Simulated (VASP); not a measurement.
Write the native input for VASP 6.6.1 that does the following.

```
Task                   : single point
Functional             : r2SCAN
Potentials or basis    : VASP PAW PBE potentials, release 64 (W_sv, S)
Cutoff                 : 520 eV
k mesh                 : 12 × 12 × 2
Occupations            : gaussian, width 0.02 eV
Spin                   : no spin polarisation
Dipole correction      : no
Further INCAR settings : ALGO = Normal; EDIFF = 1e-07; NBANDS = 20
```

The system is WS2, a slab with vacuum.

```xyz
3
Lattice="3.0857 0.0000 0.0000 -1.5428 2.6723 0.0000 0.0000 0.0000 17.2568" Properties=species:S:1:pos:R:3 pbc="T T T"
W     0.0000    1.7815    0.0000
S     1.5428    0.8908   15.6640
S     1.5428    0.8908    1.5928
```

This cell differs from its parent crystal: biaxial strain in the a-b plane: -3.0 %, then relaxed in part.

The input as run:

POSCAR

```
WS2
1.0
    3.0856625262      0.0000000000      0.0000000000
   -1.5428312631      2.6722621352      0.0000000000
    0.0000000000      0.0000000000     17.2567705821
W S
1 2
Direct
    0.3333333333      0.6666666667      0.0000000000
    0.6666666667      0.3333333333      0.9076997136
    0.6666666667      0.3333333333      0.0923002864
```

INCAR.step1

```
SYSTEM = WS2
ALGO     = Normal         ! electronic algorithm
EDIFF    = 1E-4           ! SCF threshold, eV
ENCUT    = 520            ! plane-wave cutoff, eV
GGA      = PE             ! functional
ISMEAR   = 0              ! smearing method
LASPH    = .True.         ! aspherical terms in the spheres
LCHARG   = .False.        ! write CHGCAR
LREAL    = .False.        ! projectors in reciprocal space
LWAVE    = .True.         ! write WAVECAR
NBANDS   = 20             ! bands
NELM     = 80             ! most SCF steps
PREC     = Accurate       ! precision mode
SIGMA    = 0.02           ! smearing width, eV
```

INCAR.step2

```
SYSTEM = WS2
ALGO     = Normal         ! electronic algorithm
EDIFF    = 1E-7           ! SCF threshold, eV
ENCUT    = 520            ! plane-wave cutoff, eV
ISIF     = 2              ! what is computed and relaxed
ISMEAR   = 0              ! smearing method
ISTART   = 1            
LASPH    = .True.         ! aspherical terms in the spheres
LCHARG   = .False.        ! write CHGCAR
LMIXTAU  = .True.       
LREAL    = .False.        ! projectors in reciprocal space
LWAVE    = .False.        ! write WAVECAR
METAGGA  = R2SCAN         ! meta-GGA
NBANDS   = 20             ! bands
NELM     = 80             ! most SCF steps
PREC     = Accurate       ! precision mode
SIGMA    = 0.02           ! smearing width, eV
```

KPOINTS

```
k-points
0
Gamma
  12 12 2
  0 0 0
```

Potentials or basis: VASP PAW PBE potentials, release 64 (W_sv, S).

Launch:

```sh
$ cat potpaw_PBE.64/W_sv/POTCAR potpaw_PBE.64/S/POTCAR > POTCAR
$ cp INCAR.step1 INCAR
$ mpirun -np 1 vasp_std > vasp.out
$ cp INCAR.step2 INCAR
$ mpirun -np 1 vasp_std > vasp.out
```

Results of the run:

The largest force is 0.028 eV/Å and the band gap on the k mesh is 2.06 eV (least direct gap 2.40 eV).

Caveat: the cell differs from its parent crystal (biaxial strain in the a-b plane: -3.0 %, then relaxed in part); there is no dipole correction, which matters where the two faces differ; the PAW data sets were made with another functional, which shifts forces and pressure a little; spin-orbit coupling is left out, which moves the levels of the heavy elements.

It took 4.3 min on 1 thread of Intel(R) Xeon(R) 6975P-C (Granite Rapids) (shared host), peak memory 0.34 GiB.
